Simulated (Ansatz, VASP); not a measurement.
LiF in VASP and in Ansatz

```xyz
2
Lattice="0.0000 2.1446 2.1446 2.2662 0.0000 2.1446 2.2662 2.1446 0.0000" Properties=species:S:1:pos:R:3 pbc="T T T"
Li    0.0000    0.0000    0.0000
F     1.1331    1.0723    1.0723
```

Change from the starting cell: uniaxial_x strain +5.7%.

Alike in both runs: task single point; functional PBE; k mesh 10 × 10 × 10; occupations fermi-dirac, width 0.02 eV; no spin polarisation.

```csv
,VASP,Ansatz
version,VASP 6.6.1,Ansatz 0.2.0
potentials or method,"VASP PAW PBE potentials, release 64 (Li_sv, F)","plane waves, PAW"
plane-wave cutoff (eV),520,420
valence electrons in the cell,10,10
```

|  | VASP | Ansatz | Ansatz less VASP |
| --- | --- | --- | --- |
| gap on the k mesh at the Fermi level (eV) | 7.58 | 7.59 | +0.010 |

With one functional, cell and mesh, what is left measures potentials, basis and numerics.

Noted on VASP's run: the cutoff is short for stress, so the pressure is rough.
